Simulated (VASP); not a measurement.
## SiNi3: single point with PBE

Crystal: SiNi3.

```
CELL_PARAMETERS angstrom
3.55110 0.00000 0.00000
0.00000 3.55110 0.00000
0.00000 0.00000 3.55110
ATOMIC_POSITIONS crystal
Si 0.00000 0.00000 0.00000
Ni 0.00000 0.50000 0.50000
Ni 0.50000 0.00000 0.50000
Ni 0.50000 0.50000 0.00000
```

```json
{"Program": "VASP 6.6.1", "Task": "single point", "Functional": "PBE", "Potentials or basis": "VASP PAW PBE potentials, release 64 (Si, Ni)", "Cutoff": "520 eV", "k mesh": "13 × 13 × 13", "Occupations": "fermi-dirac, width 0.05 eV", "Spin": "collinear spin, ferromagnetic start", "Starting moments": "[0.0, 1.5, 1.5, 1.5] μB", "Dipole correction": "no", "Further INCAR settings": "ALGO = Normal; EDIFF = 1e-06; NBANDS = 29"}
```

```json
{"Pressure": "-7.3 GPa", "Band gap on the k mesh": "zero (filled and empty bands overlap)", "Net moment": "0.00 μB per cell", "Valence electrons inside the program's atomic spheres": "Si 1.53; Ni 9.39"}
```

Levels at points of the mesh, in eV from the Fermi level:
Spin up:
```tsv
k point	band 13	band 14	band 15	band 16	band 17	band 18	band 19	band 20	band 21	band 22
(0.00, 0.00, 0.00)	-0.84	-0.60	-0.60	-0.29	0.02	0.02	0.02	4.47	6.14	6.14
```
Spin down:
```
           k point  band 13  band 14  band 15  band 16  band 17  band 18  band 19  band 20  band 21  band 22
(0.00, 0.00, 0.00)    -0.84    -0.60    -0.60    -0.29     0.02     0.02     0.02     4.47     6.14     6.14
```

Run time: 85 s on 1 thread of Intel(R) Xeon(R) 6975P-C (Granite Rapids), on a shared host, peak memory 0.28 GiB.

Caveat: the cell stands under tension; the moments typed at the start vanished in this run.
